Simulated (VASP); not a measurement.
Set up this calculation in VASP 6.6.1, as the native input.

- Task: single point
- Functional: LDA
- Potentials or basis: VASP PAW LDA potentials, release 64 (Si, C)
- Cutoff: 520 eV
- k mesh: 8 × 8 × 4
- Occupations: gaussian, width 0.01 eV
- Spin: no spin polarisation
- Dipole correction: no
- Further INCAR settings: ALGO = Normal; EDIFF = 1e-07; NBANDS = 16

The structure of SiC lies in POSCAR:

```
SiC
1.0
    2.9952346229      0.0000000000      0.0000000000
   -1.4976173115      2.5939492737      0.0000000000
    0.0000000000      0.0000000000      5.0377271723
Si C
2 2
Direct
    0.3333333333      0.6666666667      0.0060887436
    0.6666666667      0.3333333333      0.5060887436
    0.3333333333      0.6666666667      0.3789112564
    0.6666666667      0.3333333333      0.8789112564
```

This cell differs from its parent crystal: in-plane strain -0.02, then relaxed in part.

The input as run:

INCAR

```
PREC = Accurate ; ENCUT = 520
EDIFF = 1E-7 ; ISMEAR = 0
SIGMA = 0.01 ; LREAL = F
LASPH = T ; NELM = 100
ALGO = Normal ; ISIF = 2
LWAVE = F ; LCHARG = F
GGA = CA ; NBANDS = 16
```

KPOINTS

```
regular mesh
0
Gamma
  8 8 4
```

Potentials or basis: VASP PAW LDA potentials, release 64 (Si, C).

The run is started by

```sh
$ cat potpaw_LDA.64/Si/POTCAR potpaw_LDA.64/C/POTCAR > POTCAR
$ mpirun -np 1 vasp_std > vasp.out
```

It gave:

The pressure is 9.5 GPa and the band gap on the k mesh is 2.12 eV, indirect (least direct gap 4.17 eV).

Caveat: the cell differs from its parent crystal (in-plane strain -0.02, then relaxed in part).

Wall time 23 s on 1 thread of AMD EPYC 7R43 64-Core Processor (Zen 3), on a shared host, peak memory 0.1 GiB.
